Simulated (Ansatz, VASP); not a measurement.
# Two plane-wave programs on CdHg2Se3

```xyz
6
Lattice="3.6763 -2.3664 0.0000 3.6763 2.3664 0.0000 -0.9861 0.0000 10.0152" Properties=species:S:1:pos:R:3 pbc="T T T"
Cd    3.6763    0.6499    0.0000
Hg    4.0376   -1.6899    6.7165
Hg    2.3288   -1.6899    3.2987
Se    3.1832   -0.0522    5.0076
Se    5.2929   -0.9754    1.5431
Se    1.0736   -0.9754    8.4721
```

Alike in both runs: functional PBE; k mesh 8 × 8 × 4; occupations gaussian, width 0.02 eV; no spin polarisation.

Ansatz relaxed the structure, and its values are those at the end. VASP's run is a single point on that final structure, the one shown.

```csv
,VASP,Ansatz
version,VASP 6.6.1,Ansatz 0.2.0
potentials or method,"VASP PAW PBE potentials, release 64 (Cd, Hg, Se), cutoff 520 eV","scalar-relativistic, plane waves, PAW"
valence electrons in the cell,54,108
```

|  | VASP | Ansatz | Ansatz less VASP |
| --- | --- | --- | --- |
| gap on the k mesh at the Fermi level (eV) | 0.95 | 0.96 | +0.007 |
| least direct gap on the mesh (eV) | 0.98 | 0.99 | +0.007 |
| pressure (GPa) | 0.3 | 0.0 | -0.30 |
| rms of the force components (eV/Å) | 0.028 | 0.003 | -0.0255 |

The functional is the same, so the differences come from potentials, cutoffs and numerics. VASP's potentials hold 54 valence electrons a cell and Ansatz's 108, so a difference there can come from the potentials and not from the codes.

Neither program's run includes spin-orbit coupling.
